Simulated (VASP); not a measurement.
MnO:

```xyz
4
Lattice="3.3717 0.0000 0.0000 -1.6859 2.9200 0.0000 0.0000 0.0000 5.3855" Properties=species:S:1:pos:R:3 pbc="T T T"
Mn    0.0000    1.9467    0.0590
Mn    1.6859    0.9733    2.7518
O     0.0000    1.9467    2.0221
O     1.6859    0.9733    4.7148
```

Program: VASP 6.6.1. Alike in all runs: potentials or basis VASP PAW PBE potentials, release 64 (Mn_pv, O); cell as given.

Question: Order these runs on this cell by their pressure, lowest first.
A. level PBEsol; spin collinear, ferromagnetic start; k mesh 3 × 1 × 3; cutoff (eV) 520; smearing gaussian 0.1 eV
B. level RPBE+U; spin collinear, ferromagnetic start; U Mn d U = 6.8 eV, J = 0.4 eV; k mesh 3 × 3 × 1; cutoff (eV) 520; smearing gaussian 0.062 eV; LDAUTYPE 1; hund's J 0.4
C. level PBE; spin collinear, ferromagnetic start; k mesh 6 × 6 × 4; cutoff (eV) 520; smearing gaussian 0.1 eV
D. level PBE+D3(BJ); spin collinear, ferromagnetic start; k mesh 6 × 6 × 4; cutoff (eV) 600; smearing gaussian 0.1 eV
E. level PBE; spin off; k mesh 6 × 6 × 4; cutoff (eV) 520; smearing gaussian 0.1 eV

Answer: E (-29.0 GPa), A (0.3 GPa), D (3.3 GPa), C (6.6 GPa), B (16.4 GPa).

Caveats: some runs use coarse meshes; the PAW data sets were made with another functional, which shifts forces and pressure a little (some runs); pairwise dispersion overbinds metals, which lowers pressure and volume (some runs).
